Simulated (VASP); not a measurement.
Write the native input for VASP 6.6.1 that does the following.

* Task: single point
* Functional: PBE
* Potentials or basis: VASP PAW PBE potentials, release 64 (Te, As)
* Cutoff: 500 eV
* k mesh: 3 × 3 × 3
* Occupations: gaussian, width 0.2 eV
* Spin: no spin polarisation
* Dipole correction: no
* Further INCAR settings: ALGO = Normal; EDIFF = 1e-06; NBANDS = 26

The structure of Te2As lies in POSCAR:

```
Te2As
1.0
   -3.3566606017      3.3566606017      3.6107978723
    3.3566606017     -3.3566606017      3.6107978723
    3.3566606017      3.3566606017     -3.6107978723
Te As
4 2
Direct
    0.1557242583      0.6557242583      0.8114485165
    0.6557242583      0.8442757417      0.5000000000
    0.8442757417      0.3442757417      0.1885514835
    0.3442757417      0.1557242583      0.5000000000
    0.7500000000      0.7500000000      0.0000000000
    0.2500000000      0.2500000000      0.0000000000
```

The cell was generated, and may not be a known phase.

One way to write it, as run:

INCAR

```
PREC = Accurate ; ENCUT = 500
EDIFF = 1E-6 ; ISMEAR = 0
SIGMA = 0.2 ; LREAL = False
LASPH = True ; NELM = 120
ALGO = Normal ; ISIF = 2
LWAVE = False ; LCHARG = True
GGA = PE ; LELF = True
LVHAR = True ; NBANDS = 26
GGA_COMPAT = False
```

KPOINTS

```
Automatic mesh
0
Gamma
  3 3 3
```

Potentials or basis: VASP PAW PBE potentials, release 64 (Te, As).

Run with:

```console
$ cat potpaw_PBE.64/Te/POTCAR potpaw_PBE.64/As/POTCAR > POTCAR
$ mpirun -np 1 vasp_std > vasp.out
```

Results of the run:

```yaml
Pressure: 0.5 GPa
Largest_force: 0.023 eV/Å
Band_gap_on_the_k_mesh: zero (bands 17 and 18 overlap by 0.64 eV)
```

Caveat: the k points lie up to 0.43 Å⁻¹ apart, too coarse for converged energies and pressures of a metal; spin-orbit coupling is left out, which moves the levels of the heavy elements.

Run time: 37 s on 1 thread of Intel Xeon 8259CL, with other jobs on the host, peak memory 0.31 GiB.
